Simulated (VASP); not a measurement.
# MgSe (Fm-3m) in VASP: settings compared, part 2 of 2

VASP 6.6.1. The steps go on from the part before.

## 4. Single point, PBEsol

File INCAR:

```
PREC     = Accurate       # precision mode
ENCUT    = 600            # plane-wave cutoff, eV
EDIFF    = 1E-6           # SCF threshold, eV
ISMEAR   = 0              # smearing method
SIGMA    = 0.1            # smearing width, eV
LREAL    = F              # projectors in reciprocal space
LASPH    = T              # aspherical terms in the spheres
NELM     = 120            # most SCF steps
ALGO     = Normal         # electronic algorithm
ISIF     = 2              # what is computed and relaxed
LWAVE    = F              # write WAVECAR
LCHARG   = T              # write CHGCAR
GGA      = PS             # functional
LELF     = T              # ELF
LVHAR    = T            
NBANDS   = 11             # bands
GGA_COMPAT= F
```

File KPOINTS:

```
regular mesh
0
Gamma
  4 4 4
```

File POSCAR:

```
MgSe
1.0
    0.0000000000      2.7337235204      2.7337235204
    2.7337235204      0.0000000000      2.7337235204
    2.7337235204      2.7337235204      0.0000000000
Mg Se
1 1
Direct
    0.0000000000      0.0000000000      0.0000000000
    0.5000000000      0.5000000000      0.5000000000
```

Potentials or basis: VASP PAW PBE potentials, release 64 (Mg, Se).

Command:

```bash
> cat potpaw_PBE.64/Mg/POTCAR potpaw_PBE.64/Se/POTCAR > POTCAR
> mpirun -np 1 vasp_std > vasp.out
```

OUTCAR:

```text
PREC = Accurate
   ENCUT = 600
   EDIFF = 1E-6
   ISMEAR = 0
   LREAL = F
   LASPH = T
   NELM = 120
   ISIF = 2
   GGA = PS

 ion  position               nearest neighbor table
   1  0.000  0.000  0.000-   2 2.73   2 2.73   2 2.73   2 2.73   2 2.73   2 2.73
   2  0.500  0.500  0.500-   1 2.73   1 2.73   1 2.73   1 2.73   1 2.73   1 2.73

  LATTYP: Found a face centered cubic cell.
 ALAT       =     5.4674470408

  Lattice vectors:

 A1 = (   0.0000000000,   2.7337235204,   2.7337235204)
 A2 = (   2.7337235204,   0.0000000000,   2.7337235204)
 A3 = (   2.7337235204,   2.7337235204,   0.0000000000)

Analysis of symmetry for initial positions (statically):
=====================================================================
 Subroutine PRICEL returns:
 Original cell was already a primitive cell.

 Routine SETGRP: Setting up the symmetry group for a
 face centered cubic supercell.

 Subroutine GETGRP returns: Found 48 space group operations
 (whereof 48 operations were pure point group operations)
 out of a pool of 48 trial point group operations.

[... 155 lines left out ...]
      1      -9.8152      2.00000
      2       3.1040      2.00000
      3       3.1040      2.00000
      4       3.1040      2.00000
      5       5.5260      0.00000
      6      10.4126      0.00000
      7      10.4126      0.00000
      8      10.4126      0.00000
      9      13.0034      0.00000
     10      13.0034      0.00000
     11      13.8575      0.00000
[... 85 lines left out ...]
 k-point     8 :      -0.2500    0.5000    0.2500
  band No.  band energies     occupation
      1      -8.3460      2.00000
      2      -0.2312      2.00000
      3      -0.2312      2.00000
      4       0.5377      2.00000
      5       7.5702      0.00000
      6       9.9534      0.00000
      7      10.5460      0.00000
      8      10.5460      0.00000
      9      16.0402      0.00000
     10      16.0402      0.00000
     11      17.7413      0.00000

------------------------ aborting loop because EDIFF is reached ----------------------------------------

  FORCE on cell =-STRESS in cart. coord.  units (eV):
  Direction    XX          YY          ZZ          XY          YZ          ZX
  --------------------------------------------------------------------------------------
  -------------------------------------------------------------------------------------
  Total       -0.0634008     -0.0634008     -0.0634008     -0.0000000      0.0000000     -0.0000000
  in kB       -2.4860605     -2.4860605     -2.4860605     -0.0000000      0.0000000     -0.0000000
  external PRESSURE =      -2.4860605 kB  Pullay stress =       0.0000000 kB

 VOLUME and BASIS-vectors are now :
 -----------------------------------------------------------------------------
  energy-cutoff  :      600.00
  volume of cell :       40.86
      direct lattice vectors                 reciprocal lattice vectors
     0.000000000  2.733723520  2.733723520    -0.182900720  0.182900720  0.182900720
     2.733723520  0.000000000  2.733723520     0.182900720 -0.182900720  0.182900720
     2.733723520  2.733723520  0.000000000     0.182900720  0.182900720 -0.182900720

 POSITION                                       TOTAL-FORCE (eV/Angst)
 -----------------------------------------------------------------------------------
      0.00000      0.00000      0.00000        -0.000000      0.000000      0.000000
      2.73372      2.73372      2.73372         0.000000     -0.000000     -0.000000
 -----------------------------------------------------------------------------------
    total drift:                               -0.000000     -0.000000      0.000000

  FREE ENERGIE OF THE ION-ELECTRON SYSTEM (eV)
  ---------------------------------------------------
  free  energy   TOTEN  =        -8.0319384162 eV

  energy  without entropy=       -8.0319384162  energy(sigma->0) =       -8.03193842
```

OSZICAR:

```text
N       E                     dE             d eps       ncg     rms          rms(c)
DAV:   1     0.227084574850E+02    0.22708E+02   -0.36993E+03   176   0.645E+02
DAV:   2    -0.689275320016E+01   -0.29601E+02   -0.28190E+02   216   0.947E+01
DAV:   3    -0.835183368998E+01   -0.14591E+01   -0.14566E+01   212   0.234E+01
DAV:   4    -0.835900290778E+01   -0.71692E-02   -0.71690E-02   209   0.200E+00
DAV:   5    -0.835905313778E+01   -0.50230E-04   -0.50230E-04   211   0.169E-01    0.292E+00
DAV:   6    -0.808486901773E+01    0.27418E+00   -0.45706E-01   185   0.251E+00    0.182E+00
DAV:   7    -0.803426478173E+01    0.50604E-01   -0.20787E-01   200   0.180E+00    0.882E-01
DAV:   8    -0.803202580877E+01    0.22390E-02   -0.85758E-03   197   0.486E-01    0.233E-01
DAV:   9    -0.803194330383E+01    0.82505E-04   -0.25777E-04   200   0.852E-02    0.123E-01
DAV:  10    -0.803194170248E+01    0.16014E-05   -0.13092E-04   194   0.468E-02    0.331E-02
DAV:  11    -0.803193837543E+01    0.33270E-05   -0.12027E-05   197   0.152E-02    0.595E-03
DAV:  12    -0.803193841615E+01   -0.40720E-07   -0.52266E-07   103   0.410E-03
   1 F= -.80319384E+01 E0= -.80319384E+01  d E =-.437344E-13
```

stdout:

```text
POSCAR found type information on POSCAR MgSe
 POSCAR found :  2 types and       2 ions
 scaLAPACK will be used
 -----------------------------------------------------------------------------
|                                                                             |
|                                                                             |
|     You enforced a specific xc type in the INCAR file but a different       |
|     I HOPE YOU KNOW WHAT YOU ARE DOING!                                     |
|                                                                             |
 -----------------------------------------------------------------------------

 LDA part: xc-table for (Slater+PW92), standard interpolation
 POSCAR, INCAR and KPOINTS ok, starting setup
 FFT: planning ... GRIDC
 FFT: planning ... GRID_SOFT
 FFT: planning ... GRID
 WAVECAR not read
 entering main loop
```

Wall time 8 s (1 thread of Intel Xeon Platinum 8375C at 2.90GHz (Ice Lake), shared host); peak memory 0.16 GiB.

Results:

| Quantity | Value |
| --- | --- |
| Free energy | -8.0319 eV |
| Pressure | -0.2 GPa |
| Band gap on the k mesh | 1.71 eV, indirect (least direct gap 2.42 eV) |

Caveat: the k points lie up to 0.50 Å⁻¹ apart; the PAW data sets were made with another functional, which shifts forces and pressure a little.

## 5. Single point, LDA

File INCAR:

```
SYSTEM = MgSe
PREC = Accurate
ENCUT = 600
EDIFF = 1E-6
ISMEAR = 0
SIGMA = 0.1
LREAL = .False.
LASPH = .True.
NELM = 120
ALGO = Normal
ISIF = 2
LWAVE = .False.
LCHARG = .False.
GGA = CA
NBANDS = 11
GGA_COMPAT = .False.
```

File KPOINTS:

```
Automatic mesh
0
Gamma
  4 4 4
  0 0 0
```

File POSCAR:

```
MgSe
1.0
    0.0000000000      2.7337235204      2.7337235204
    2.7337235204      0.0000000000      2.7337235204
    2.7337235204      2.7337235204      0.0000000000
Mg Se
1 1
Direct
    0.6020000000      0.8670000000      0.4010000000
    1.1020000000      1.3670000000      0.9010000000
```

Potentials or basis: VASP PAW LDA potentials, release 64 (Mg, Se).

Command:

```bash
> cat potpaw_LDA.64/Mg/POTCAR potpaw_LDA.64/Se/POTCAR > POTCAR
> mpirun -np 1 vasp_std > vasp.out
```

OUTCAR:

```text
SYSTEM = MgSe
   PREC = Accurate
   ENCUT = 600
   EDIFF = 1E-6
   ISMEAR = 0
   LREAL = .False.
   LASPH = .True.
   NELM = 120
   ISIF = 2
   GGA = CA

 ion  position               nearest neighbor table
   1  0.602  0.867  0.401-   2 2.73   2 2.73   2 2.73   2 2.73   2 2.73   2 2.73
   2  0.102  0.367  0.901-   1 2.73   1 2.73   1 2.73   1 2.73   1 2.73   1 2.73

  LATTYP: Found a face centered cubic cell.
 ALAT       =     5.4674470408

  Lattice vectors:

 A1 = (   0.0000000000,   2.7337235204,   2.7337235204)
 A2 = (   2.7337235204,   0.0000000000,   2.7337235204)
 A3 = (   2.7337235204,   2.7337235204,   0.0000000000)

Analysis of symmetry for initial positions (statically):
=====================================================================
 Subroutine PRICEL returns:
 Original cell was already a primitive cell.

 Routine SETGRP: Setting up the symmetry group for a
 face centered cubic supercell.

 Subroutine GETGRP returns: Found 48 space group operations
 (whereof  1 operations were pure point group operations)
 out of a pool of 48 trial point group operations.

The static configuration has the point symmetry C_1 .
 The point group associated with its full space group is O_h .

Analysis of symmetry for dynamics (positions and initial velocities):
=====================================================================
 Subroutine PRICEL returns:
 Original cell was already a primitive cell.

 Routine SETGRP: Setting up the symmetry group for a
 face centered cubic supercell.

 Subroutine GETGRP returns: Found 48 space group operations
 (whereof  1 operations were pure point group operations)
 out of a pool of 48 trial point group operations.

The dynamic configuration has the point symmetry C_1 .
 The point group associated with its full space group is O_h .

 Subroutine INISYM returns: Found 48 space group operations
 (whereof  1 operations are pure point group operations),
 and found     1 'primitive' translations

----------------------------------------------------------------------------------------

                                     Primitive cell

  volume of cell :      40.8596
[... 102 lines left out ...]
   LRPA    =     F    only Hartree local field effects (RPA)
 non-spin polarized calculation
 Gauss-broadening in eV      SIGMA  =   0.10
  energy-cutoff  :      600.00
  volume of cell :       40.86
 maximum number of plane-waves:      1380
 NGX is ok and might be reduce to    32
   NGX = 15   NGY = 15   NGZ = 15

 number of electron       8.0000000 magnetization

 Free energy of the ion-electron system (eV)
  ---------------------------------------------------
  ext. energy  EPLUGINS =         0.00000000
  ---------------------------------------------------
  free energy    TOTEN  =        -8.50929827 eV

  energy without entropy =       -8.50929827  energy(sigma->0) =       -8.50929827

 E-fermi :   3.6357     XC(G=0):  -9.7069

 val. band max:        3.1282631401   @ k =   0.0000   0.0000   0.0000
 cond. band min:       4.7231484820   @ k =   0.5000   0.5000   0.0000
 fundamental gap:      1.5948853419
 Fermi energy:         3.6356749313

 k-point     1 :       0.0000    0.0000    0.0000
  band No.  band energies     occupation
      1      -9.7894      2.00000
      2       3.1283      2.00000
      3       3.1283      2.00000
      4       3.1283      2.00000
      5       5.4452      0.00000
      6      10.4620      0.00000
      7      10.4620      0.00000
      8      10.4620      0.00000
      9      13.0246      0.00000
     10      13.0246      0.00000
     11      13.9654      0.00000
[... 85 lines left out ...]
 k-point     8 :      -0.2500    0.5000    0.2500
  band No.  band energies     occupation
      1      -8.3303      2.00000
      2      -0.1883      2.00000
      3      -0.1883      2.00000
      4       0.5468      2.00000
      5       7.4890      0.00000
      6       9.8994      0.00000
      7      10.5989      0.00000
      8      10.5989      0.00000
      9      15.9415      0.00000
     10      15.9415      0.00000
     11      17.7085      0.00000

------------------------ aborting loop because EDIFF is reached ----------------------------------------

  FORCE on cell =-STRESS in cart. coord.  units (eV):
  Direction    XX          YY          ZZ          XY          YZ          ZX
  --------------------------------------------------------------------------------------
  -------------------------------------------------------------------------------------
  Total       -0.6489977     -0.6489977     -0.6489977     -0.0000000      0.0000000     -0.0000000
  in kB      -25.4483704    -25.4483704    -25.4483704     -0.0000000      0.0000000     -0.0000000
  external PRESSURE =     -25.4483704 kB  Pullay stress =       0.0000000 kB

 VOLUME and BASIS-vectors are now :
 -----------------------------------------------------------------------------
  energy-cutoff  :      600.00
  volume of cell :       40.86
      direct lattice vectors                 reciprocal lattice vectors
     0.000000000  2.733723520  2.733723520    -0.182900720  0.182900720  0.182900720
     2.733723520  0.000000000  2.733723520     0.182900720 -0.182900720  0.182900720
     2.733723520  2.733723520  0.000000000     0.182900720  0.182900720 -0.182900720

 POSITION                                       TOTAL-FORCE (eV/Angst)
 -----------------------------------------------------------------------------------
      3.46636      2.74192      4.01584        -0.000000      0.000000     -0.000000
      3.46636      2.74192      1.28212         0.000000     -0.000000      0.000000
 -----------------------------------------------------------------------------------
    total drift:                                0.000009      0.000009      0.000001

  FREE ENERGIE OF THE ION-ELECTRON SYSTEM (eV)
  ---------------------------------------------------
  free  energy   TOTEN  =        -8.5092982711 eV

  energy  without entropy=       -8.5092982711  energy(sigma->0) =       -8.50929827
```

OSZICAR:

```text
N       E                     dE             d eps       ncg     rms          rms(c)
DAV:   1     0.227105369215E+02    0.22711E+02   -0.34301E+03   176   0.649E+02
DAV:   2    -0.743439943220E+01   -0.30145E+02   -0.28736E+02   227   0.973E+01
DAV:   3    -0.887349216642E+01   -0.14391E+01   -0.14366E+01   212   0.225E+01
DAV:   4    -0.887999470746E+01   -0.65025E-02   -0.65021E-02   211   0.186E+00
DAV:   5    -0.888002845760E+01   -0.33750E-04   -0.33750E-04   206   0.129E-01    0.306E+00
DAV:   6    -0.856913312595E+01    0.31090E+00   -0.54577E-01   188   0.271E+00    0.190E+00
DAV:   7    -0.851326535517E+01    0.55868E-01   -0.21356E-01   200   0.177E+00    0.935E-01
DAV:   8    -0.850944999981E+01    0.38154E-02   -0.10145E-02   194   0.506E-01    0.252E-01
DAV:   9    -0.850931699559E+01    0.13300E-03   -0.32729E-04   197   0.885E-02    0.140E-01
DAV:  10    -0.850930112439E+01    0.15871E-04   -0.16845E-04   191   0.527E-02    0.514E-02
DAV:  11    -0.850929835793E+01    0.27665E-05   -0.78711E-06   200   0.133E-02    0.996E-03
DAV:  12    -0.850929827114E+01    0.86795E-07   -0.49393E-07   103   0.364E-03
   1 F= -.85092983E+01 E0= -.85092983E+01  d E =-.174070E-13
```

Wall time 7.1 s (1 thread of Intel Xeon Platinum 8375C at 2.90GHz (Ice Lake), shared host); peak memory 0.15 GiB.

What came out:

- Free energy: -8.5093 eV
- Pressure: -2.5 GPa
- Band gap on the k mesh: 1.59 eV, indirect (least direct gap 2.32 eV)

Caveat: the k points lie up to 0.50 Å⁻¹ apart. A k mesh can miss the band edges.

## 6. Summary

| level | potentials or basis | smearing | gap on the mesh (eV) | pressure (GPa) |
| --- | --- | --- | --- | --- |
| PBE | VASP PAW PBE potentials, release 64 (Mg, Se) | gaussian 0.01 eV | 1.75 | 1.7 |
| PBEsol | VASP PAW PBE potentials, release 64 (Mg, Se) | gaussian 0.1 eV | 1.71 | -0.2 |
| LDA | VASP PAW LDA potentials, release 64 (Mg, Se) | gaussian 0.1 eV | 1.59 | -2.5 |

Alike in all rows: task single point; no spin polarisation; cell as given; k mesh 4 × 4 × 4; cutoff (eV) 600.

Caveats: all runs use coarse meshes; the PAW data sets were made with another functional, which shifts forces and pressure a little (some runs).

Total energies depend on the potentials used, so only differences within one code and one set of settings carry meaning.
